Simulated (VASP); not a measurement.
The system is KCa.

```xyz
2
Lattice="1.7865 1.0314 5.6903 -1.7865 1.0314 5.6903 0.0000 -2.0628 5.6903" Properties=species:S:1:pos:R:3 pbc="T T T"
K     0.0000    0.0000    0.0000
Ca    0.0000    0.0000    8.5354
```

```yaml
Program: VASP 6.6.1
Task: relaxation of cell and atoms
Functional: PBE
Potentials_or_basis: VASP PAW PBE potentials, release 64 (K_sv, Ca_sv)
Cutoff: 600 eV
k_mesh: 6 × 6 × 6
Occupations: gaussian, width 0.1 eV
Spin: no spin polarisation
```

At the start: pressure 11.0 GPa; volume 31.45 Å³/atom.

How do energy, volume and symmetry change on relaxing?

Over 7 steps the energy falls by 547.7 meV/atom and the volume is 53.45 Å³/atom (+69.9 %); space group R-3m (No. 166, to 0.05 Å).

The path:
| step | energy change (eV) | largest force (eV/Å) | pressure (GPa) | volume (Å³) |
| --- | --- | --- | --- | --- |
| 1 | 0.0000 | 0.0000 | 11.02 | 62.91 |
| 2 | -0.8891 | 0.0000 | 3.00 | 84.71 |
| 3 | -1.0608 | 0.0000 | 0.61 | 100.13 |
| 4 | -1.0752 | 0.0000 | 0.02 | 106.17 |
| 5 | -1.0756 | 0.0000 | -0.09 | 107.48 |
| 6 | -1.0881 | 0.0000 | -0.08 | 107.28 |
| 7 | -1.0953 | 0.0000 | -0.04 | 106.90 |

Final structure:
```
CELL_PARAMETERS angstrom
2.05278 1.18517 7.32304
-2.05278 1.18517 7.32304
0.00000 -2.37035 7.32304
ATOMIC_POSITIONS crystal
K 0.00000 0.00000 0.00000
Ca 0.50000 0.50000 0.50000
```

Caveat: the volume moved by over 15 % at a fixed basis, so the end points are rough.
